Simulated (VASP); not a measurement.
# MnO2 (P4_2/mnm) in VASP: single point with r2SCAN

Aim: the single point of MnO2 with r2SCAN.

All numbers are computed with VASP 6.6.1; they aren't measurements. Logs are shortened: lines on timing, memory, paths and dates and some standing lists are left out, and cuts for length are marked.

**1. The cell of the first run**

The structure is tetragonal, space group P4_2/mnm (No. 136). The conventional cell has a = 4.501 Å, b = 4.501 Å, c = 2.959 Å, α = 90.00°, β = 90.00°, γ = 90.00°. Within 2.6 Å of Mn (site symmetry mmm) lie 6 O at 1.94 Å. O (site symmetry m2m) has 3 Mn at 1.94 Å and 1 O at 2.50 Å within 2.6 Å.

**2. Single point, r2SCAN, collinear spin, ferromagnetic start**

POSCAR reads:

```
MnO2
1.0
    4.5010545400      0.0000000000      0.0000000000
    0.0000000000      4.5010545400      0.0000000000
    0.0000000000      0.0000000000      2.9587757500
Mn O
2 4
Direct
    0.0000000000      0.0000000000      0.0000000000
    0.5000000000      0.5000000000      0.5000000000
    0.3040000000      0.3040000000      0.0000000000
    0.6960000000      0.6960000000      0.0000000000
    0.8040000000      0.1960000000      0.5000000000
    0.1960000000      0.8040000000      0.5000000000
```

INCAR.step1 reads:

```
SYSTEM = MnO2
PREC = Accurate ; ENCUT = 660
ISMEAR = -1 ; SIGMA = 0.0338
LREAL = .FALSE. ; LASPH = .TRUE.
NELM = 200 ; ISPIN = 2
MAGMOM = 3 3 0 0 0 0 ; LMAXMIX = 4
NBANDS = 38 ; GGA = PE
ALGO = Normal ; EDIFF = 1E-5
LWAVE = .TRUE. ; LCHARG = .FALSE.
GGA_COMPAT = .FALSE.
```

INCAR.step2 reads:

```
SYSTEM = MnO2
PREC = Accurate ; ENCUT = 660
EDIFF = 1E-6 ; ISMEAR = -1
SIGMA = 0.0338 ; LREAL = .FALSE.
LASPH = .TRUE. ; NELM = 200
ALGO = Normal ; ISIF = 2
LWAVE = .FALSE. ; LCHARG = .FALSE.
ISPIN = 2 ; MAGMOM = 3 3 0 0 0 0
LORBIT = 11 ; LMAXMIX = 4
METAGGA = R2SCAN ; LMIXTAU = .TRUE.
NBANDS = 38 ; ISTART = 1
GGA_COMPAT = .FALSE.
```

KPOINTS reads:

```
regular mesh
0
G
  5 5 8
  0 0 0
```

Potentials or basis: VASP PAW PBE potentials, release 64 (Mn_pv, O).

The run is started by

```
$ cat potpaw_PBE.64/Mn_pv/POTCAR potpaw_PBE.64/O/POTCAR > POTCAR
$ cp INCAR.step1 INCAR
$ mpirun -np 1 vasp_std > vasp.out
$ cp INCAR.step2 INCAR
$ mpirun -np 1 vasp_std > vasp.out
```

OUTCAR:

```text
SYSTEM = MnO2
   PREC = Accurate
   ENCUT = 660
   EDIFF = 1E-6
   ISMEAR = -1
   LREAL = .FALSE.
   LASPH = .TRUE.
   NELM = 200
   ISIF = 2
   ISPIN = 2
   LORBIT = 11
   METAGGA = R2SCAN
   ISTART = 1

 ion  position               nearest neighbor table
   1  0.000  0.000  0.000-   3 1.94   4 1.94   5 1.94   6 1.94   5 1.94   6 1.94
   2  0.500  0.500  0.500-   5 1.94   6 1.94   3 1.94   4 1.94   3 1.94   4 1.94
   3  0.304  0.304  0.000-   1 1.94   2 1.94   2 1.94
   4  0.696  0.696  0.000-   1 1.94   2 1.94   2 1.94
   5  0.804  0.196  0.500-   2 1.94   1 1.94   1 1.94
   6  0.196  0.804  0.500-   2 1.94   1 1.94   1 1.94

  LATTYP: Found a simple tetragonal cell.
 ALAT       =     4.5010545400
 C/A-ratio  =     0.6573516770

  Lattice vectors:

 A1 = (   4.5010545400,   0.0000000000,   0.0000000000)
 A2 = (   0.0000000000,   4.5010545400,   0.0000000000)
 A3 = (   0.0000000000,   0.0000000000,   2.9587757500)

Analysis of symmetry for initial positions (statically):
=====================================================================
 Subroutine PRICEL returns:
 Original cell was already a primitive cell.

 Routine SETGRP: Setting up the symmetry group for a
 simple tetragonal supercell.

 Subroutine GETGRP returns: Found 16 space group operations
 (whereof  8 operations were pure point group operations)
 out of a pool of 16 trial point group operations.

The static configuration has the point symmetry D_2h.
 The point group associated with its full space group is D_4h.

Analysis of symmetry for dynamics (positions and initial velocities):
=====================================================================
 Subroutine PRICEL returns:
 Original cell was already a primitive cell.

 Routine SETGRP: Setting up the symmetry group for a
 simple tetragonal supercell.

 Subroutine GETGRP returns: Found 16 space group operations
 (whereof  8 operations were pure point group operations)
 out of a pool of 16 trial point group operations.

The dynamic configuration has the point symmetry D_2h.
 The point group associated with its full space group is D_4h.

Analysis of structural, dynamic, and magnetic symmetry:
=====================================================================
 Subroutine PRICEL returns:
 Original cell was already a primitive cell.

 Routine SETGRP: Setting up the symmetry group for a
 simple tetragonal supercell.

 Subroutine GETGRP returns: Found 16 space group operations
 (whereof  8 operations were pure point group operations)
 out of a pool of 16 trial point group operations.

The overall configuration has the point symmetry D_2h.
 The point group associated with its full space group is D_4h.

 Subroutine INISYM returns: Found 16 space group operations
 (whereof  8 operations are pure point group operations),
 and found     1 'primitive' translations

----------------------------------------------------------------------------------------

                                     Primitive cell

  volume of cell :      59.9433

  direct lattice vectors                    reciprocal lattice vectors
     4.501054540  0.000000000  0.000000000     0.222170158  0.000000000  0.000000000
     0.000000000  4.501054540  0.000000000     0.000000000  0.222170158  0.000000000
     0.000000000  0.000000000  2.958775750     0.000000000  0.000000000  0.337977625

  length of vectors
     4.501054540  4.501054540  2.958775750     0.222170158  0.222170158  0.337977625

  position of ions in fractional coordinates (direct lattice)
     0.000000000  0.000000000  0.000000000
     0.500000000  0.500000000  0.500000000
     0.304000000  0.304000000  0.000000000
     0.696000000  0.696000000  0.000000000
     0.804000000  0.196000000  0.500000000
     0.196000000  0.804000000  0.500000000

  ion indices of the primitive-cell ions
   primitive index   ion index
                 1           1
                 2           2
                 3           3
                 4           4
                 5           5
                 6           6

----------------------------------------------------------------------------------------

 KPOINTS: regular mesh

Automatic generation of k-mesh.
 Grid dimensions read from file:
 generate k-points for:    5    5    8

 Generating k-lattice:

  Cartesian coordinates                     Fractional coordinates (reciprocal lattice)
     0.044434032  0.000000000  0.000000000     0.200000000  0.000000000  0.000000000
     0.000000000  0.044434032  0.000000000     0.000000000  0.200000000  0.000000000
     0.000000000  0.000000000  0.042247203     0.000000000  0.000000000  0.125000000

  Length of vectors
     0.044434032  0.044434032  0.042247203

  Shift w.r.t. Gamma in fractional coordinates (k-lattice)
     0.000000000  0.000000000  0.000000000

 Subroutine IBZKPT returns following result:
 ===========================================

 Found     30 irreducible k-points:

 Following reciprocal coordinates:
            Coordinates               Weight
  0.000000  0.000000  0.000000      1.000000
  0.200000  0.000000  0.000000      4.000000
  0.400000  0.000000  0.000000      4.000000
  0.200000  0.200000  0.000000      4.000000
  0.400000  0.200000  0.000000      8.000000
  0.400000  0.400000  0.000000      4.000000
[... 16 lines left out ...]
  0.400000  0.200000  0.375000     16.000000
  0.400000  0.400000  0.375000      8.000000
 [... further k-points ...]
   k-points           NKPTS =     30   k-points in BZ     NKDIM =     30   number of bands    NBANDS=     38
   number of dos      NEDOS =    301   number of ions     NIONS =      6
   total plane-waves  NPLWV =  44800
   dimension x,y,z NGX =    40 NGY =   40 NGZ =   28
   dimension x,y,z NGXF=    80 NGYF=   80 NGZF=   56
   ions per type =               2   4
   NGX,Y,Z   is equivalent  to a cutoff of  14.77, 14.77, 15.73 a.u.
   NGXF,Y,Z  is equivalent  to a cutoff of  29.55, 29.55, 31.46 a.u.
 SYSTEM =  MnO2
   PREC   = accura    normal or accurate (medium, high low for compatibility)
   ISTART =      1    job   : 0-new  1-cont  2-samecut
   ICHARG =      0    charge: 1-file 2-atom 10-const
   ISPIN  =      2    spin polarized calculation?
   LNONCOLLINEAR =      F non collinear calculations
   LSORBIT =      F    spin-orbit coupling
   LASPH  =      T    aspherical Exc in radial PAW
   ENCUT  =  660.0 eV  48.51 Ry    6.96 a.u.   9.43  9.43  6.20*2*pi/ulx,y,z
   NELM   =    200;   NELMIN=  2; NELMDL=  0     # of ELM steps
   EDIFF  = 0.1E-05   stopping-criterion for ELM
   LREAL  =      F    real-space projection
   EDIFFG = 0.1E-04   stopping-criterion for IOM
   NSW    =      0    number of steps for IOM
   IBRION =     -1    ionic relax: 0-MD 1-quasi-New 2-CG
   NFREE  =      0    steps in history (QN), initial steepest desc. (CG)
   ISIF   =      2    stress and relaxation
   ISYM   =      2    0-nonsym 1-usesym 2-fastsym
   POTIM  = 0.5000    time-step for ionic-motion
   TEBEG  =    0.0;   TEEND  =   0.0 temperature during run
   PSTRESS=    0.0 pullay stress
   NELECT =      50.0000    total number of electrons
   NUPDOWN=      -1.0000    fix difference up-down
   EMIN   =  10.00;   EMAX   =-10.00  energy-range for DOS
   EFERMI =   0.00;   METHOD = LEGACY
   ISMEAR =    -1;   SIGMA  =   0.03  broadening in eV -4-tet -1-fermi 0-gaus
   EFERMI_NEDOS =   21; number of points for ismear=-14 and -15
   IALGO  =     38    algorithm
   IMIX   =      4    mixing-type and parameters
     AMIX     =   0.40;   BMIX     =  1.00
     AMIX_MAG =   1.60;   BMIX_MAG =  1.00
  volume/ion in A,a.u.               =       9.99        67.42
  Fermi-wavevector in a.u.,A,eV,Ry     =   1.541054  2.912171 32.311777  2.374849
  Thomas-Fermi vector in A             =   2.647054
   LORBIT       =     11    0 simple, 1 ext, 2 COOP (PROOUT), +10 PAW based schemes
   METAGGA = R2SCAN    functional components
   LHFCALC =     F    Hartree Fock is set to
   AEXX    =    0.0000 exact exchange contribution
   IVDW    =     0    specifies the selected vdW correction
   LEPSILON=     F    determine dielectric tensor
   LRPA    =     F    only Hartree local field effects (RPA)
 spin polarized calculation
  energy-cutoff  :      660.00
  volume of cell :       59.94
 maximum number of plane-waves:      2324
 NGX is ok and might be reduce to    40
   NGX = 19   NGY = 19   NGZ = 13

 number of electron      50.0000011 magnetization       6.0154273

 Free energy of the ion-electron system (eV)
  ---------------------------------------------------
  ext. energy  EPLUGINS =         0.00000000
  ---------------------------------------------------
  free energy    TOTEN  =       -65.16535010 eV

  energy without entropy =      -65.16463346  energy(sigma->0) =      -65.16499178

 E-fermi :   3.9262     XC(G=0): -12.3943

 val. band max:        3.8886579504   @ k =   0.0000   0.0000   0.1250
 cond. band min:       3.9898378482   @ k =   0.0000   0.0000   0.1250
 fundamental gap:      0.1011798978
 Fermi energy:         3.9262011619

 spin component 1

 k-point     1 :       0.0000    0.0000    0.0000
  band No.  band energies     occupation
      1     -48.9784      1.00000
      2     -48.9731      1.00000
      3     -48.9299      1.00000
      4     -48.9299      1.00000
      5     -48.8767      1.00000
      6     -48.8767      1.00000
[... 29 lines left out ...]
     36      17.6605      0.00000
     37      19.3400      0.00000

 k-point     2 :       0.2000    0.0000    0.0000
  band No.  band energies     occupation
      1     -48.9779      1.00000
      2     -48.9736      1.00000
      3     -48.9294      1.00000
      4     -48.9294      1.00000
      5     -48.8772      1.00000
      6     -48.8772      1.00000
[... 29 lines left out ...]
     36      17.6297      0.00000
     37      19.3377      0.00000
[... 838 lines left out ...]
     36      18.4986      0.00000
     37      19.3778      0.00000

 k-point    24 :       0.4000    0.4000    0.3750
  band No.  band energies     occupation
      1     -49.0363      1.00000
      2     -49.0361      1.00000
      3     -48.9192      1.00000
      4     -48.9191      1.00000
      5     -48.8738      1.00000
      6     -48.8738      1.00000
[... 29 lines left out ...]
     36      17.6938      0.00000
     37      19.4426      0.00000

 [... further k-points ...]

 spin component 2

 k-point     1 :       0.0000    0.0000    0.0000
  band No.  band energies     occupation
      1     -44.8390      1.00000
      2     -44.8317      1.00000
      3     -44.7689      1.00000
      4     -44.7689      1.00000
      5     -44.7149      1.00000
      6     -44.7149      1.00000
[... 29 lines left out ...]
     36      18.9156      0.00000
     37      19.8486      0.00000

 k-point     2 :       0.2000    0.0000    0.0000
  band No.  band energies     occupation
      1     -44.8383      1.00000
      2     -44.8324      1.00000
      3     -44.7680      1.00000
      4     -44.7679      1.00000
      5     -44.7161      1.00000
      6     -44.7161      1.00000
[... 29 lines left out ...]
     36      18.8021      0.00000
     37      19.8522      0.00000
[... 838 lines left out ...]
     36      19.3062      0.00000
     37      20.0656      0.00000

 k-point    24 :       0.4000    0.4000    0.3750
  band No.  band energies     occupation
      1     -44.9135      1.00000
      2     -44.9133      1.00000
      3     -44.7527      1.00000
      4     -44.7524      1.00000
      5     -44.7124      1.00000
      6     -44.7124      1.00000
[... 29 lines left out ...]
     36      18.6172      0.00000
     37      19.9698      0.00000

 [... further k-points ...]

 [bands above 37 left out]

------------------------ aborting loop because EDIFF is reached ----------------------------------------

  FORCE on cell =-STRESS in cart. coord.  units (eV):
  Direction    XX          YY          ZZ          XY          YZ          ZX
  --------------------------------------------------------------------------------------
  -------------------------------------------------------------------------------------
  Total       -5.8413516     -5.8413516     -7.9825365     -0.0000000      0.0000000      0.0000000
  in kB     -156.1289106   -156.1289106   -213.3589628     -0.0000000      0.0000000      0.0000000
  external PRESSURE =    -175.2055947 kB  Pullay stress =       0.0000000 kB

 VOLUME and BASIS-vectors are now :
 -----------------------------------------------------------------------------
  energy-cutoff  :      660.00
  volume of cell :       59.94
      direct lattice vectors                 reciprocal lattice vectors
     4.501054540  0.000000000  0.000000000     0.222170158  0.000000000  0.000000000
     0.000000000  4.501054540  0.000000000     0.000000000  0.222170158  0.000000000
     0.000000000  0.000000000  2.958775750     0.000000000  0.000000000  0.337977625

 POSITION                                       TOTAL-FORCE (eV/Angst)
 -----------------------------------------------------------------------------------
      0.00000      0.00000      0.00000         0.000000      0.000000      0.000000
      2.25053      2.25053      1.47939         0.000000      0.000000      0.000000
      1.36832      1.36832      0.00000         0.330495      0.330495     -0.000000
      3.13273      3.13273      0.00000        -0.330495     -0.330495      0.000000
      3.61885      0.88221      1.47939         0.330495     -0.330495      0.000000
      0.88221      3.61885      1.47939        -0.330495      0.330495     -0.000000
 -----------------------------------------------------------------------------------
    total drift:                                0.000000     -0.000000     -0.000000

  FREE ENERGIE OF THE ION-ELECTRON SYSTEM (eV)
  ---------------------------------------------------
  free  energy   TOTEN  =       -65.1653501016 eV

  energy  without entropy=      -65.1646334615  energy(sigma->0) =      -65.16499178

 total charge

# of ion       s       p       d       tot
------------------------------------------
    1        0.348   6.397   4.749  11.494
    2        0.348   6.397   4.749  11.494
    3        1.567   3.454   0.000   5.021
    4        1.567   3.454   0.000   5.021
    5        1.567   3.454   0.000   5.021
    6        1.567   3.454   0.000   5.021
--------------------------------------------------
tot          6.963  26.611   9.498  43.073

 magnetization (x)

# of ion       s       p       d       tot
------------------------------------------
    1        0.016   0.026   2.860   2.901
    2        0.016   0.026   2.860   2.901
    3        0.001   0.014   0.000   0.015
    4        0.001   0.014   0.000   0.015
    5        0.001   0.014   0.000   0.015
    6        0.001   0.014   0.000   0.015
--------------------------------------------------
tot          0.036   0.106   5.720   5.861
```

It took 20 min on 1 thread of Intel Xeon 8259CL, shared host; peak memory 0.34 GiB.

Results:

- Free energy: -65.1654 eV
- Pressure: -17.5 GPa
- Largest force: 0.467 eV/Å
- Band gap on the k mesh: zero (filled and empty bands overlap)
- Net moment: 6.02 μB per cell
- Site moments: Mn +2.90; O +0.01 μB
- Valence electrons inside the program's atomic spheres: Mn 11.49; O 5.02

Forces on the atoms (eV/Å):
```
Mn   0.000  0.000  0.000
Mn   0.000  0.000  0.000
O    0.330  0.330  0.000
O   -0.330 -0.330  0.000
O    0.330 -0.330  0.000
O   -0.330  0.330  0.000
```

Stress tensor (GPa, compression positive):
```
-15.61   0.00   0.00
  0.00 -15.61   0.00
  0.00   0.00 -21.34
```

Levels at points of the mesh, in eV from the Fermi level:
Spin up:
```
           k point  band 26  band 27  band 28  band 29  band 30  band 31
(0.00, 0.00, 0.00)    -0.84    -0.69    -0.41    -0.25     2.71     2.71
(0.00, 0.00, 0.50)    -1.26    -0.43    -0.43     1.36     1.36     1.65
```
Spin down:
```
           k point  band 20  band 21  band 22  band 23  band 24  band 25
(0.00, 0.00, 0.00)    -0.63    -0.63     0.07     1.13     1.35     1.52
(0.00, 0.00, 0.50)    -2.46    -1.87    -1.87     2.06     2.06     2.28
```

Caveat: the PAW data sets were made with another functional, which shifts forces and pressure a little; semilocal functionals often make such compounds metallic where correlation or magnetic order opens a gap, which also shifts bond lengths; only a ferromagnetic start was run, and an antiferromagnetic order may lie lower in energy.
